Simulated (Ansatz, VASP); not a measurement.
Two plane-wave programs on GaAs

Contents of INCAR:

```
SYSTEM = GaAs
ALGO     = Normal         ! electronic algorithm
EDIFF    = 1E-6           ! SCF threshold, eV
EDIFFG   = -0.005         ! ionic threshold
ENCUT    = 600            ! plane-wave cutoff, eV
GGA      = PE             ! functional
IBRION   = 2              ! ionic algorithm
ISIF     = 3              ! what is computed and relaxed
ISMEAR   = 0              ! smearing method
LASPH    = .True.         ! aspherical terms in the spheres
LCHARG   = .False.        ! write CHGCAR
LREAL    = .False.        ! projectors in reciprocal space
LWAVE    = .False.        ! write WAVECAR
NELM     = 80             ! most SCF steps
NSW      = 100            ! ionic steps
PREC     = Accurate       ! precision mode
SIGMA    = 0.05           ! smearing width, eV
```

File KPOINTS:

```
k-points
0
Gamma
  10 10 10
  0 0 0
```

POSCAR

```
GaAs
1.0
    0.0000000000      2.8750910496      2.8750910496
    2.8750910496      0.0000000000      2.8750910496
    2.8750910496      2.8750910496      0.0000000000
Ga As
1 1
Direct
    0.0000000000      0.0000000000      0.0000000000
    0.2500000000      0.2500000000      0.2500000000
```

Input for Ansatz:

```yaml
crystal:
  lattice:
    - [0.0, 2.8750910496, 2.8750910496]
    - [2.8750910496, 0.0, 2.8750910496]
    - [2.8750910496, 2.8750910496, 0.0]
  atoms:
    - { symbol: Ga, position: [0.0, 0.0, 0.0] }
    - { symbol: As, position: [0.25, 0.25, 0.25] }
basis:
  ecutwfc: 420
kpoints:
  mp_grid: { grid: [10, 10, 10] }
hamiltonian:
  xc: pbe
scf:
  occupations: { method: gaussian, width: 0.05 }
output:
  forces: true
  stress: true
  eigenvalues: true
  write_density: true
  write_potential: true
  elf: true
  volumetric_format: npy
relax:
  adjacent_minimum: "off"
  f_tol: 0.005
  max_steps: 80
  cell: { stress_tol: 0.05 }
```

Alike in both runs: task relaxation of cell and atoms; functional PBE; k mesh 10 × 10 × 10; occupations gaussian, width 0.05 eV; no spin polarisation.

|  | VASP | Ansatz |
| --- | --- | --- |
| version | VASP 6.6.1 | Ansatz 0.2.0 |
| potentials or method | VASP PAW PBE potentials, release 64 (Ga_d, As), cutoff 600 eV | scalar-relativistic, plane waves, PAW |
| valence electrons in the cell | 18 | 28 |

Ansatz gave:

```
gap on the k mesh at the Fermi level, each at its own relaxed structure (eV) : 0.16
relaxed volume (Å³/atom)                                                     : 23.71
relaxed cell length with the largest relative difference (Å)                 : 4.063
```

Problem. What did VASP give for the same quantities?

Solution. gap on the k mesh at the Fermi level, each at its own relaxed structure (eV): 0.14; relaxed volume (Å³/atom): 23.77; relaxed cell length with the largest relative difference (Å): 4.066.

VASP's potentials hold 18 valence electrons a cell and Ansatz's 28, so a difference there can come from the potentials and not from the codes.

Noted on VASP's run: the relaxation stopped at its first step, so nothing moved.
